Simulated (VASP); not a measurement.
Write the native input for VASP 6.6.1 that does the following.

- Task: relaxation of cell and atoms
- Functional: PBE
- Potentials or basis: VASP PAW PBE potentials, release 64 (C)
- Cutoff: 600 eV
- k mesh: 23 × 23 × 13
- Occupations: fermi-dirac, width 0.1 eV
- Spin: no spin polarisation
- Target pressure: 96 GPa
- Dipole correction: no
- Further INCAR settings: ALGO = Normal; EDIFF = 1e-06; IBRION = 2; EDIFFG = -0.005; NSW = 60; ISIF = 3

The structure of C lies in POSCAR:

```
C
1.0
    1.9499771715      0.0000000000      0.0000000000
   -0.9749885858      1.6887297674      0.0000000000
    0.0000000000      0.0000000000      3.1589630179
C
2
Direct
    0.3333333333      0.6666666667      0.2500000000
    0.6666666667      0.3333333333      0.7500000000
```

These files were run (other wordings do the same):

INCAR

```
PREC = Accurate
ENCUT = 600
EDIFF = 1E-6
ISMEAR = -1
SIGMA = 0.1
LREAL = F
LASPH = T
NELM = 100
ALGO = Normal
ISIF = 3
LWAVE = F
LCHARG = F
GGA = PE
IBRION = 2
NSW = 60
EDIFFG = -0.005
PSTRESS = 960.0
```

KPOINTS

```
Automatic mesh
0
Gamma
  23 23 13
```

Potentials or basis: VASP PAW PBE potentials, release 64 (C).

Launch:

```bash
$ cat potpaw_PBE.64/C/POTCAR > POTCAR
$ mpirun -np 1 vasp_std > vasp.out
```

Results of the run:

- Relaxed volume: 5.02 Å³/atom
- Relaxed cell: a = 1.614 Å, b = 1.614 Å, c = 4.455 Å, α = 90.00°, β = 90.00°, γ = 120.00°
- Space group after relaxing (to 0.1 Å): P6_3/mmc (No. 194)
- Energy change on relaxing (the run minimises the enthalpy): -210.5 meV/atom
- Ionic steps: 29
- Pressure after relaxing: 96.0 GPa
- Band gap on the k mesh: zero (bands 4 and 5 overlap by 4.59 eV)

Caveat: the cell is relaxed towards a set pressure, so the run minimises the enthalpy, not the energy; a cell axis changed by over 15 % at a fixed basis, so the end point is rough.

Run time: 6.6 min on 1 thread of Intel Xeon 8259CL, on a shared host, peak memory 0.14 GiB.
